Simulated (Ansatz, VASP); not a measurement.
One calculation of PbS, two programs

```
Pb S
1.0
     4.99709    0.00000    0.00000
    -2.49854    4.32761    0.00000
     0.00000    0.00000    5.99707
Pb S
2 2
Cartesian
  0.0000 2.8851 1.4993
  2.4985 1.4425 4.4978
  2.4985 1.4425 1.4993
  0.0000 2.8851 4.4978
```

Alike in both runs: task single point; functional r2SCAN; k mesh 6 × 6 × 4; no spin polarisation.

|  | VASP | Ansatz |
| --- | --- | --- |
| version | VASP 6.6.1 | Ansatz 0.2.0 |
| potentials or method | VASP PAW PBE potentials, release 64 (Pb_d, S) | plane waves, PAW |
| plane-wave cutoff (eV) | 520 | 500 |
| occupations | gaussian, width 0.01 eV | fixed |
| valence electrons in the cell | 40 | 40 |

|  | VASP | Ansatz | Ansatz less VASP |
| --- | --- | --- | --- |
| gap on the k mesh at the Fermi level (eV) | 1.73 | 1.72 | -0.005 |
| pressure (GPa) | 0.0 | 0.0 | +0.01 |

VASP's potentials were made for PBE, not for r2SCAN.

Spin-orbit coupling is off throughout.
